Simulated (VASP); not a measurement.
Runs of VASP 6.6.1 on MgCd3O4. The structure is that of space group Pmmm (No. 47), or close to it. The cells are those of the table. 

```csv
cell,k mesh,smearing,gap on the mesh (eV),pressure (GPa),largest force (eV/Å)
"a = 3.276, b = 4.667, c = 6.643 Å, 8 atoms",6 × 6 × 4,gaussian 0.2 eV,none,1.0,0.07
"a = 3.276, b = 4.667, c = 6.643 Å, 8 atoms",6 × 4 × 4,gaussian 0.1 eV,none,1.0,0.07
"a = 3.271, b = 4.686, c = 6.637 Å, angles 90.0, 89.8, 89.9°, 8 atoms",6 × 6 × 4,gaussian 0.2 eV,none,(a),0.07
"a = 3.276, b = 4.667, c = 6.643 Å, 8 atoms",12 × 8 × 6,gaussian 0.1 eV,none,1.0,0.06
```

Alike in all rows: task single point; level PBE; potentials or basis VASP PAW PBE potentials, release 64 (Mg, Cd, O); no spin polarisation; cutoff (eV) 520.

Fill in the values left out.

(a) 0.9.

A k mesh can miss the band edges, and the runs leave out spin-orbit coupling on Cd.

A gap of «none» marks levels without a gap at the run's occupations.
